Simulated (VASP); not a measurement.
**Li16H (a cell with a defect): single point with PBE**

Li16H (a cell with a defect):

```
Li H
1.0
     6.98000    0.00000    0.00000
     0.00000    6.98000    0.00000
     0.00000    0.00000    6.98000
Li H
16 1
Direct
  0.02272 0.99577 0.00011
  0.47572 0.99620 0.00009
  0.98218 0.52008 0.99989
  0.00797 0.00757 0.50011
  0.25031 0.25425 0.22769
  0.51632 0.52030 0.99989
  0.49130 0.00718 0.50010
  0.75030 0.24210 0.24127
  0.98712 0.48539 0.50000
  0.24960 0.72943 0.26744
  0.25032 0.25441 0.77185
  0.51213 0.48606 0.50000
  0.75000 0.76452 0.26113
  0.75031 0.24200 0.75852
  0.24959 0.72950 0.73213
  0.75000 0.76472 0.73867
  0.24909 0.12644 0.99969
```

* Program: VASP 6.6.1
* Task: single point
* Functional: PBE
* Potentials or basis: VASP PAW PBE potentials, release 64 (Li_sv, H)
* Cutoff: 520 eV
* k mesh: 3 × 3 × 3
* Occupations: gaussian, width 0.1 eV
* Spin: no spin polarisation
* Dipole correction: no
* Further INCAR settings: LREAL = Auto; ALGO = Normal; EDIFF = 1e-07; NBANDS = 38

The largest force is 0.012 eV/Å. The band gap on the k mesh is zero (an odd number of electrons rules out a gap without spin polarisation).

Forces on the atoms (eV/Å):
```
Li   0.009  0.002 -0.002
Li  -0.001 -0.004 -0.002
Li   0.009 -0.005 -0.001
Li   0.006  0.001 -0.002
Li  -0.007  0.006 -0.007
Li   0.007 -0.004 -0.001
Li   0.002  0.002 -0.003
Li  -0.010 -0.001  0.000
Li   0.005  0.005 -0.001
Li  -0.002  0.002 -0.001
Li  -0.007  0.004  0.009
Li   0.004 -0.001 -0.001
Li  -0.004 -0.003  0.001
Li  -0.010  0.000  0.002
Li  -0.002  0.002  0.004
Li  -0.004 -0.006  0.003
H    0.005 -0.001  0.002
```

Levels at points of the mesh, in eV from the Fermi level:
```
           k point  band 22  band 23  band 24  band 25  band 26  band 27
(0.00, 0.00, 0.00)    -1.11    -1.06    -0.34     0.25     0.28     0.28
```

It took 5.1 min on 1 thread of Intel(R) Xeon(R) Platinum 8488C (Sapphire Rapids) (shared host), peak memory 0.41 GiB.
